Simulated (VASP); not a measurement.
# CoSn2 (I4/mcm) in VASP: a series of runs, part 2 of 2

VASP 6.6.1. The steps go on from the part before.

### 3 Single point, PBEsol

Input file INCAR:

```
PREC = Accurate
ENCUT = 520
EDIFF = 1E-6
ISMEAR = 0
SIGMA = 0.1
LREAL = F
LASPH = T
NELM = 100
ALGO = Fast
ISIF = 2
LWAVE = F
LCHARG = F
GGA = PS
NBANDS = 46
```

Input file KPOINTS:

```
Automatic mesh
0
Gamma
  6 6 6
```

Input file POSCAR:

```
CoSn2
1.0
   -3.1825000000      3.1825000000      2.7285000000
    3.1825000000     -3.1825000000      2.7285000000
    3.1825000000      3.1825000000     -2.7285000000
Co Sn
2 4
Direct
    0.2500000000      0.2500000000      0.0000000000
    0.7500000000      0.7500000000      0.0000000000
    0.6580000000      0.1580000000      0.8160000000
    0.1580000000      0.3420000000      0.5000000000
    0.3420000000      0.8420000000      0.1840000000
    0.8420000000      0.6580000000      0.5000000000
```

Potentials or basis: VASP PAW PBE potentials, release 64 (Co, Sn_d).

Command:

```console
cat potpaw_PBE.64/Co/POTCAR potpaw_PBE.64/Sn_d/POTCAR > POTCAR
mpirun -np 1 vasp_std > vasp.out
```

OUTCAR:

```text
PREC = Accurate
   ENCUT = 520
   EDIFF = 1E-6
   ISMEAR = 0
   LREAL = F
   LASPH = T
   NELM = 100
   ISIF = 2
   GGA = PS

 ion  position               nearest neighbor table
   1  0.250  0.250  0.000-   2 2.73   2 2.73   6 2.76   3 2.76   4 2.76   5 2.76   4 2.76   6 2.76
                             3 2.76   5 2.76
   2  0.750  0.750  0.000-   1 2.73   1 2.73   5 2.76   3 2.76   5 2.76   6 2.76   6 2.76   3 2.76
                             4 2.76   4 2.76
   3  0.658  0.158  0.816-   1 2.76   2 2.76   1 2.76   2 2.76   5 2.84   5 3.19   5 3.19   6 3.39
                             4 3.39   4 3.39   6 3.39   6 3.39   4 3.39   4 3.39   6 3.39
   4  0.158  0.342  0.500-   2 2.76   1 2.76   1 2.76   2 2.76   6 2.84   6 3.19   6 3.19   5 3.39
                             3 3.39   3 3.39   5 3.39   5 3.39   5 3.39   3 3.39   3 3.39
   5  0.342  0.842  0.184-   1 2.76   2 2.76   1 2.76   2 2.76   3 2.84   3 3.19   3 3.19   6 3.39
                             4 3.39   6 3.39   4 3.39   4 3.39   6 3.39   6 3.39   4 3.39
   6  0.842  0.658  0.500-   1 2.76   2 2.76   2 2.76   1 2.76   4 2.84   4 3.19   4 3.19   5 3.39
                             3 3.39   3 3.39   5 3.39   5 3.39   5 3.39   3 3.39   3 3.39

  LATTYP: Found a body centered tetragonal cell.
 ALAT       =     6.3650000000
 C/A-ratio  =     0.8573448547

  Lattice vectors:

 A1 = (  -3.1825000000,   3.1825000000,   2.7285000000)
 A2 = (   3.1825000000,  -3.1825000000,   2.7285000000)
 A3 = (   3.1825000000,   3.1825000000,  -2.7285000000)

Analysis of symmetry for initial positions (statically):
=====================================================================
 Subroutine PRICEL returns:
 Original cell was already a primitive cell.

 Routine SETGRP: Setting up the symmetry group for a
 body centered tetragonal supercell.

 Subroutine GETGRP returns: Found 16 space group operations
 (whereof  8 operations were pure point group operations)
 out of a pool of 16 trial point group operations.

The static configuration has the point symmetry C_4h.
 The point group associated with its full space group is D_4h.

Analysis of symmetry for dynamics (positions and initial velocities):
=====================================================================
 Subroutine PRICEL returns:
 Original cell was already a primitive cell.

 Routine SETGRP: Setting up the symmetry group for a
 body centered tetragonal supercell.

 Subroutine GETGRP returns: Found 16 space group operations
 (whereof  8 operations were pure point group operations)
 out of a pool of 16 trial point group operations.

The dynamic configuration has the point symmetry C_4h.
 The point group associated with its full space group is D_4h.

 Subroutine INISYM returns: Found 16 space group operations
 (whereof  8 operations are pure point group operations),
 and found     1 'primitive' translations

----------------------------------------------------------------------------------------

                                     Primitive cell

  volume of cell :     110.5403

  direct lattice vectors                    reciprocal lattice vectors
    -3.182500000  3.182500000  2.728500000     0.000000000  0.157109191  0.183250870
     3.182500000 -3.182500000  2.728500000     0.157109191  0.000000000  0.183250870
     3.182500000  3.182500000 -2.728500000     0.157109191  0.157109191  0.000000000

  length of vectors
     5.263204798  5.263204798  5.263204798     0.241379741  0.241379741  0.222185949

  position of ions in fractional coordinates (direct lattice)
     0.250000000  0.250000000  0.000000000
     0.750000000  0.750000000  0.000000000
[... 46 lines left out ...]
  0.166667  0.166667  0.000000      8.000000
  0.333333  0.166667  0.000000     16.000000
[... 16 lines left out ...]
 -0.333333 -0.333333  0.166667      8.000000
 -0.166667 -0.333333  0.166667      8.000000
 [... further k-points ...]
   k-points           NKPTS =     30   k-points in BZ     NKDIM =     30   number of bands    NBANDS=     46
   number of dos      NEDOS =    301   number of ions     NIONS =      6
   total plane-waves  NPLWV =  64000
   dimension x,y,z NGX =    40 NGY =   40 NGZ =   40
   dimension x,y,z NGXF=    80 NGYF=   80 NGZF=   80
   ions per type =               2   4
   NGX,Y,Z   is equivalent  to a cutoff of  12.63, 12.63, 12.63 a.u.
   NGXF,Y,Z  is equivalent  to a cutoff of  25.27, 25.27, 25.27 a.u.
 SYSTEM =  unknown system
   PREC   = accura    normal or accurate (medium, high low for compatibility)
   ISTART =      0    job   : 0-new  1-cont  2-samecut
   ICHARG =      2    charge: 1-file 2-atom 10-const
   ISPIN  =      1    spin polarized calculation?
   LNONCOLLINEAR =      F non collinear calculations
   LSORBIT =      F    spin-orbit coupling
   LASPH  =      T    aspherical Exc in radial PAW
   ENCUT  =  520.0 eV  38.22 Ry    6.18 a.u.   9.79  9.79  9.79*2*pi/ulx,y,z
   NELM   =    100;   NELMIN=  2; NELMDL= -5     # of ELM steps
   EDIFF  = 0.1E-05   stopping-criterion for ELM
   LREAL  =      F    real-space projection
   EDIFFG = 0.1E-04   stopping-criterion for IOM
   NSW    =      0    number of steps for IOM
   IBRION =     -1    ionic relax: 0-MD 1-quasi-New 2-CG
   NFREE  =      0    steps in history (QN), initial steepest desc. (CG)
   ISIF   =      2    stress and relaxation
   ISYM   =      2    0-nonsym 1-usesym 2-fastsym
   POTIM  = 0.5000    time-step for ionic-motion
   TEBEG  =    0.0;   TEEND  =   0.0 temperature during run
   PSTRESS=    0.0 pullay stress
   NELECT =      74.0000    total number of electrons
   NUPDOWN=      -1.0000    fix difference up-down
   EMIN   =  10.00;   EMAX   =-10.00  energy-range for DOS
   EFERMI =   0.00;   METHOD = LEGACY
   ISMEAR =     0;   SIGMA  =   0.10  broadening in eV -4-tet -1-fermi 0-gaus
   EFERMI_NEDOS =   21; number of points for ismear=-14 and -15
   IALGO  =     68    algorithm
   IMIX   =      4    mixing-type and parameters
     AMIX     =   0.40;   BMIX     =  1.00
     AMIX_MAG =   1.60;   BMIX_MAG =  1.00
  volume/ion in A,a.u.               =      18.42       124.33
  Fermi-wavevector in a.u.,A,eV,Ry     =   1.432117  2.706309 27.904990  2.050959
  Thomas-Fermi vector in A             =   2.551779
   LORBIT       =      0    0 simple, 1 ext, 2 COOP (PROOUT), +10 PAW based schemes
   GGA     = PS    functional components
   LHFCALC =     F    Hartree Fock is set to
   AEXX    =    0.0000 exact exchange contribution
   IVDW    =     0    specifies the selected vdW correction
   LEPSILON=     F    determine dielectric tensor
   LRPA    =     F    only Hartree local field effects (RPA)
 non-spin polarized calculation
 RMM-DIIS sequential band-by-band and
 Gauss-broadening in eV      SIGMA  =   0.10
  energy-cutoff  :      520.00
  volume of cell :      110.54
 maximum number of plane-waves:      3023
   NGX = 19   NGY = 19   NGZ = 19

 number of electron      74.0000012 magnetization

 Free energy of the ion-electron system (eV)
  ---------------------------------------------------
  ext. energy  EPLUGINS =         0.00000000
  ---------------------------------------------------
  free energy    TOTEN  =       -33.12768679 eV

  energy without entropy =      -33.11613460  energy(sigma->0) =      -33.12191069

 E-fermi :  10.2871     XC(G=0): -11.9098

 val. band max:       10.2852358746   @ k =  -0.3333  -0.3333   0.1667
 cond. band min:      10.2939551228   @ k =   0.5000   0.5000   0.3333
 fundamental gap:      0.0087192482
 Fermi energy:        10.2871277003

 k-point     1 :       0.0000    0.0000    0.0000
  band No.  band energies     occupation
      1     -11.2054      2.00000
      2     -11.1748      2.00000
      3     -11.1391      2.00000
      4     -11.1121      2.00000
      5     -11.1121      2.00000
      6     -11.1121      2.00000
[... 1165 lines left out ...]
     45      16.2281      0.00000
     46      16.2954      0.00000

 [... further k-points ...]
[... 5 lines left out ...]
  --------------------------------------------------------------------------------------
  -------------------------------------------------------------------------------------
  Total       -2.8907206     -2.8907206     -2.8487713      0.0000000     -0.0000000     -0.0000000
  in kB      -41.8982536    -41.8982536    -41.2902389      0.0000000     -0.0000000     -0.0000000
  external PRESSURE =     -41.6955820 kB  Pullay stress =       0.0000000 kB

 VOLUME and BASIS-vectors are now :
 -----------------------------------------------------------------------------
  energy-cutoff  :      520.00
  volume of cell :      110.54
      direct lattice vectors                 reciprocal lattice vectors
    -3.182500000  3.182500000  2.728500000     0.000000000  0.157109191  0.183250870
     3.182500000 -3.182500000  2.728500000     0.157109191  0.000000000  0.183250870
     3.182500000  3.182500000 -2.728500000     0.157109191  0.157109191  0.000000000

 POSITION                                       TOTAL-FORCE (eV/Angst)
 -----------------------------------------------------------------------------------
      0.00000      0.00000      1.36425         0.000000      0.000000     -0.000000
      0.00000      0.00000      4.09275         0.000000      0.000000     -0.000000
      1.00567      4.18817      0.00000         0.602970      0.602970     -0.000000
      2.17683      1.00567      0.00000        -0.602970      0.602970     -0.000000
      2.17683     -1.00567      2.72850        -0.602970     -0.602970      0.000000
      1.00567      2.17683      2.72850         0.602970     -0.602970     -0.000000
 -----------------------------------------------------------------------------------
    total drift:                                0.000000      0.000000     -0.000000

  FREE ENERGIE OF THE ION-ELECTRON SYSTEM (eV)
  ---------------------------------------------------
  free  energy   TOTEN  =       -33.1276867887 eV

  energy  without entropy=      -33.1161345968  energy(sigma->0) =      -33.12191069
```

stdout:

```text
POSCAR found type information on POSCAR CoSn
 POSCAR found :  2 types and       6 ions
 scaLAPACK will be used
 -----------------------------------------------------------------------------
|                                                                             |
|                                                                             |
|     You enforced a specific xc type in the INCAR file but a different       |
|     I HOPE YOU KNOW WHAT YOU ARE DOING!                                     |
|                                                                             |
 -----------------------------------------------------------------------------

 LDA part: xc-table for (Slater+PW92), standard interpolation
 POSCAR, INCAR and KPOINTS ok, starting setup
 FFT: planning ... GRIDC
 FFT: planning ... GRID_SOFT
 FFT: planning ... GRID
 WAVECAR not read
 entering main loop
```

It took 3.4 min on 1 thread of Intel Xeon 6975P-C, shared host; peak memory 0.31 GiB.

What came out:

```
Free energy            : -33.1277 eV
Pressure               : -4.2 GPa
Largest force          : 0.853 eV/Å
Band gap on the k mesh : zero (band 37 reaches 10.88 eV, above the bottom of band 38 at 9.81 eV)
```

Forces in eV/Å, atoms in the order of the input:
```
Co   0.000  0.000  0.000
Co   0.000  0.000  0.000
Sn   0.603  0.603  0.000
Sn  -0.603  0.603  0.000
Sn  -0.603 -0.603  0.000
Sn   0.603 -0.603  0.000
```

Levels at points of the mesh, in eV from the Fermi level:
| k point | band 33 | band 34 | band 35 | band 36 | band 37 | band 38 | band 39 | band 40 | band 41 | band 42 |
| --- | --- | --- | --- | --- | --- | --- | --- | --- | --- | --- |
| (0.00, 0.00, 0.00) | -1.83 | -1.45 | -1.01 | -0.93 | -0.47 | -0.47 | 0.40 | 0.45 | 0.49 | 0.49 |
| (0.50, 0.00, 0.00) | -0.98 | -0.98 | -0.61 | -0.61 | 0.27 | 0.27 | 1.82 | 1.82 | 3.11 | 3.11 |
| (0.50, 0.50, 0.00) | -1.31 | -1.17 | -0.99 | -0.57 | -0.46 | 0.76 | 0.80 | 1.35 | 2.67 | 3.78 |
| (0.50, 0.50, 0.50) | -0.86 | -0.56 | -0.56 | 0.30 | 0.36 | 1.24 | 2.53 | 2.53 | 2.87 | 2.88 |

Caveat: the PAW data sets were made with another functional, which shifts forces and pressure a little; spin-orbit coupling is left out, which moves the levels of the heavy elements.

### 4 Single point, PBEsol

Input file INCAR:

```
SYSTEM = CoSn2
  PREC = Accurate
  ENCUT = 520
  EDIFF = 1E-7
  ISMEAR = 0
  SIGMA = 0.1
  LREAL = .FALSE.
  LASPH = .TRUE.
  NELM = 100
  ALGO = Fast
  ISIF = 2
  LWAVE = .FALSE.
  LCHARG = .FALSE.
  GGA = PS
  NBANDS = 46
```

Input file KPOINTS:

```
Automatic mesh
0
Gamma
  6 6 6
  0.5 0.5 0.5
```

POSCAR is that of step 3.

Command:

```console
cat potpaw_PBE.64/Co/POTCAR potpaw_PBE.64/Sn_d/POTCAR > POTCAR
mpirun -np 1 vasp_std > vasp.out
```

Wall time 3.4 min (1 thread of Intel Xeon 6975P-C, shared host); peak memory 0.3 GiB.

Results (log left out):

```yaml
Free_energy: -33.1004 eV
Pressure: -4.0 GPa
Largest_force: 0.871 eV/Å
Band_gap_on_the_k_mesh: zero (band 37 reaches 11.18 eV, above the bottom of band 38 at 9.77 eV)
```

Forces on the atoms (eV/Å):
```
Co   0.000  0.000  0.000
Co   0.000  0.000  0.000
Sn   0.616  0.616  0.000
Sn  -0.616  0.616  0.000
Sn  -0.616 -0.616  0.000
Sn   0.616 -0.616  0.000
```

Stress tensor (GPa, compression positive):
```
-3.69  0.00  0.00
 0.00 -3.69  0.00
 0.00  0.00 -4.76
```

Levels at points of the mesh, in eV from the Fermi level:
```tsv
k point	band 34	band 35	band 36	band 37	band 38	band 39	band 40	band 41
(0.08, 0.08, 0.08)	-1.12	-0.99	-0.48	-0.45	-0.36	0.45	1.05	1.11
```

Caveat: the PAW data sets were made with another functional, which shifts forces and pressure a little; spin-orbit coupling is left out, which moves the levels of the heavy elements. Spin polarisation is off, so any magnetic state and its effect on volume and gap are missing.

### 5 Single point, PBEsol

Input file INCAR:

```
SYSTEM = CoSn2
PREC     = Accurate       ! precision mode
ENCUT    = 520            ! plane-wave cutoff, eV
EDIFF    = 1E-6           ! SCF threshold, eV
ISMEAR   = 0              ! smearing method
SIGMA    = 0.1            ! smearing width, eV
LREAL    = .False.        ! projectors in reciprocal space
LASPH    = .True.         ! aspherical terms in the spheres
NELM     = 60             ! most SCF steps
ALGO     = Fast           ! electronic algorithm
ISIF     = 2              ! what is computed and relaxed
LWAVE    = .False.        ! write WAVECAR
LCHARG   = .False.        ! write CHGCAR
GGA      = PS             ! functional
NBANDS   = 46             ! bands
```

Input file KPOINTS:

```
regular mesh
0
Gamma
  8 8 8
  0 0 0
```

POSCAR is that of step 4.

Command:

```console
cat potpaw_PBE.64/Co/POTCAR potpaw_PBE.64/Sn_d/POTCAR > POTCAR
mpirun -np 1 vasp_std > vasp.out
```

It took 6.2 min on 1 thread of Intel Xeon 6975P-C, shared host; peak memory 0.4 GiB.

The run converged. Its results:

| Item | Value |
| --- | --- |
| Free energy | -33.1152 eV |
| Pressure | -4.1 GPa |
| Largest force | 0.877 eV/Å |
| Band gap on the k mesh | zero (band 37 reaches 11.18 eV, above the bottom of band 38 at 9.78 eV) |

Forces on the atoms (eV/Å):
```
Co   0.000  0.000  0.000
Co   0.000  0.000  0.000
Sn   0.620  0.620  0.000
Sn  -0.620  0.620  0.000
Sn  -0.620 -0.620  0.000
Sn   0.620 -0.620  0.000
```

Stress tensor (GPa, compression positive):
```
-3.95  0.00  0.00
 0.00 -3.95  0.00
 0.00  0.00 -4.54
```

Levels at points of the mesh, in eV from the Fermi level:
| k point | band 34 | band 35 | band 36 | band 37 | band 38 | band 39 | band 40 | band 41 |
| --- | --- | --- | --- | --- | --- | --- | --- | --- |
| (0.00, 0.00, 0.00) | -1.48 | -1.02 | -0.95 | -0.49 | -0.49 | 0.38 | 0.44 | 0.47 |
| (0.50, 0.00, 0.00) | -1.00 | -0.63 | -0.63 | 0.26 | 0.26 | 1.81 | 1.81 | 3.09 |
| (0.50, 0.50, 0.00) | -1.20 | -1.01 | -0.59 | -0.49 | 0.75 | 0.77 | 1.33 | 2.65 |
| (0.50, 0.50, 0.50) | -0.58 | -0.58 | 0.27 | 0.34 | 1.22 | 2.52 | 2.52 | 2.86 |

Caveat: the PAW data sets were made with another functional, which shifts forces and pressure a little; spin-orbit coupling is left out, which moves the levels of the heavy elements. Spin polarisation is off, so any magnetic state and its effect on volume and gap are missing.

### 6 Single point, PBEsol

This run uses another cell than the first one, of 18.75 Å³/atom, 1.018 times its volume.

Input file INCAR:

```
ALGO     = Normal         # electronic algorithm
EDIFF    = 1E-7           # SCF threshold, eV
ENCUT    = 520            # plane-wave cutoff, eV
GGA      = PS             # functional
ISIF     = 2              # what is computed and relaxed
ISMEAR   = 0              # smearing method
LASPH    = True           # aspherical terms in the spheres
LCHARG   = False          # write CHGCAR
LREAL    = False          # projectors in reciprocal space
LWAVE    = False          # write WAVECAR
NBANDS   = 46             # bands
NELM     = 100            # most SCF steps
PREC     = Accurate       # precision mode
SIGMA    = 0.1            # smearing width, eV
```

Input file KPOINTS:

```
k-points
0
Gamma
  1 1 1
```

Input file POSCAR:

```
CoSn2
1.0
   -3.0603098872      3.0603098872      3.0025887332
    3.0603098872     -3.0603098872      3.0025887332
    3.0603098872      3.0603098872     -3.0025887332
Co Sn
2 4
Direct
    0.2500000000      0.2500000000      0.0000000000
    0.7500000000      0.7500000000      0.0000000000
    0.7180615805      0.2180615805      0.9361231609
    0.2180615805      0.2819384195      0.5000000000
    0.2819384195      0.7819384195      0.0638768391
    0.7819384195      0.7180615805      0.5000000000
```

Potentials or basis: VASP PAW PBE potentials, release 64 (Co, Sn_d).

Command:

```console
cat potpaw_PBE.64/Co/POTCAR potpaw_PBE.64/Sn_d/POTCAR > POTCAR
mpirun -np 1 vasp_gam > vasp.out
```

Wall time 20 s (1 thread of Intel Xeon Platinum 8488C (Sapphire Rapids), shared host); peak memory 0.22 GiB.

It converged, with:

- Free energy: -30.1935 eV
- Pressure: -0.1 GPa
- Largest force: 0.009 eV/Å
- Band gap on the k mesh: 1.43 eV

Forces in eV/Å, atoms in the order of the input:
```
Co   0.000  0.000  0.000
Co   0.000  0.000  0.000
Sn   0.007  0.007  0.000
Sn  -0.007  0.007  0.000
Sn  -0.007 -0.007  0.000
Sn   0.007 -0.007  0.000
```

Stress tensor (GPa, compression positive):
```
-0.19  0.00  0.00
 0.00 -0.19  0.00
 0.00  0.00 -0.03
```

Levels at points of the mesh, in eV from the valence-band top:
```csv
k point,band 35,band 36,band 37,band 38,band 39,band 40
"(0.00, 0.00, 0.00)",-0.21,-0.03,0.00,1.43,1.43,1.54
```

Caveat: the k points lie up to 1.47 Å⁻¹ apart; the PAW data sets were made with another functional, which shifts forces and pressure a little; spin-orbit coupling is left out, which moves the levels of the heavy elements.

### 7 The runs side by side

| cell | k mesh | smearing | gap on the mesh (eV) | pressure (GPa) | largest force (eV/Å) |
| --- | --- | --- | --- | --- | --- |
| a = 5.263 Å, angles 105.6, 105.6, 117.5°, 6 atoms | 4 × 4 × 4 | gaussian 0.4 eV | none | -3.6 | 0.81 |
| a = 5.263 Å, angles 105.6, 105.6, 117.5°, 6 atoms | 6 × 6 × 6 | gaussian 0.1 eV | none | -4.2 | 0.85 |
| a = 5.263 Å, angles 105.6, 105.6, 117.5°, 6 atoms | 6 × 6 × 6, shifted | gaussian 0.1 eV | none | -4.0 | 0.87 |
| a = 5.263 Å, angles 105.6, 105.6, 117.5°, 6 atoms | 8 × 8 × 8 | gaussian 0.1 eV | none | -4.1 | 0.88 |
| a = 5.267 Å, angles 109.0, 109.0, 110.5°, 6 atoms | 1 × 1 × 1 | gaussian 0.1 eV | 1.43 | -0.1 | 0.01 |

Alike in all rows: task single point; level PBEsol; potentials or basis VASP PAW PBE potentials, release 64 (Co, Sn_d); no spin polarisation; cutoff (eV) 520.

Caveats: some runs use coarse meshes; the PAW data sets were made with another functional, which shifts forces and pressure a little; spin-orbit coupling is left out, which moves the levels of the heavy elements.

Absolute energies hang on the potentials; compare differences alone.
